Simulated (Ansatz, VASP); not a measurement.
## Two plane-wave programs on ScAsS

```xyz
3
Lattice="3.5508 0.0000 0.0000 0.0000 3.5508 0.0000 0.0000 0.0000 5.1807" Properties=species:S:1:pos:R:3 pbc="T T T"
Sc    0.0000    0.0000    0.0000
As    1.7754    1.7754    2.5903
S     1.7754    1.7754    0.0000
```

Change from the starting cell: species swapped into the MgNiH type (P4/mmm, No. 123).

Alike in both runs: functional PBE; k mesh 14 × 14 × 10; occupations gaussian, width 0.1 eV; no spin polarisation.

Ansatz relaxed the structure, and its values are those at the end. VASP's run is a single point on that final structure, the one shown.

|  | VASP | Ansatz |
| --- | --- | --- |
| version | VASP 6.6.1 | Ansatz 0.2.0 |
| potentials or method | VASP PAW PBE potentials, release 64 (Sc_sv, As, S), cutoff 520 eV | scalar-relativistic, plane waves, PAW |
| valence electrons in the cell | 22 | 32 |

|  | VASP | Ansatz | Ansatz less VASP |
| --- | --- | --- | --- |
| gap on the k mesh at the Fermi level (eV) | none | none | - |
| pressure (GPa) | 0.1 | 0.0 | -0.15 |

A gap of «none» marks a metal or a gap that the smearing closes. VASP's potentials hold 22 valence electrons a cell and Ansatz's 32, so a difference there can come from the potentials and not from the codes.
